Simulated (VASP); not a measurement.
Here is a VASP 6.6.1 calculation.

Contents of INCAR:

```
SYSTEM = LiSi16
PREC = Accurate
ENCUT = 520
EDIFF = 1E-7
ISMEAR = 0
SIGMA = 0.05
LREAL = Auto
LASPH = .TRUE.
NELM = 60
ALGO = Normal
ISIF = 2
LWAVE = .FALSE.
LCHARG = .FALSE.
GGA = PS
NELECT = 66.0
NBANDS = 48
```

File KPOINTS:

```
regular mesh
0
G
  2 2 2
  0 0 0
```

Contents of POSCAR:

```
LiSi16
1.0
    0.0000000000      5.4271200000      5.4271200000
    5.4271200000      0.0000000000      5.4271200000
    5.4271200000      5.4271200000      0.0000000000
Si Li
16 1
Direct
    0.3683329280      0.3717815342      0.3882626513
    0.2522871247      0.2421731047      0.2529093700
    0.3683524595      0.3717826398      0.8719001975
    0.2319523983      0.2560322049      0.7561575016
    0.3932023799      0.8689466052      0.3690663741
    0.2522847293      0.7527936548      0.2529117654
    0.3683396534      0.8881378153      0.8718989998
    0.2522880460      0.7527896011      0.7422930578
    0.8786400522      0.3722127021      0.3747048158
    0.7462419294      0.2485836871      0.2567430792
    0.8630768253      0.3789878425      0.8791015308
    0.7462555646      0.2485809232      0.7486940587
    0.8786389466      0.8745949970      0.3747068427
    0.7659355238      0.7447014254      0.2448152980
    0.8786401443      0.8745917724      0.8723266668
    0.7462465359      0.7566271798      0.7486959013
    0.4683344020      0.5105720898      0.0106994133
```

Potentials or basis: VASP PAW PBE potentials, release 64 (Si, Li_sv).

Run with:

```console
$ cat potpaw_PBE.64/Si/POTCAR potpaw_PBE.64/Li_sv/POTCAR > POTCAR
$ mpirun -np 1 vasp_std > vasp.out
```

(1) What does it give for the largest force?

Results:

(1) 0.300 eV/Å.

Caveat: the k points lie up to 0.50 Å⁻¹ apart; the cell carries a net charge on a neutralising background, which shifts energy and pressure; the PAW data sets were made with another functional, which shifts forces and pressure a little.
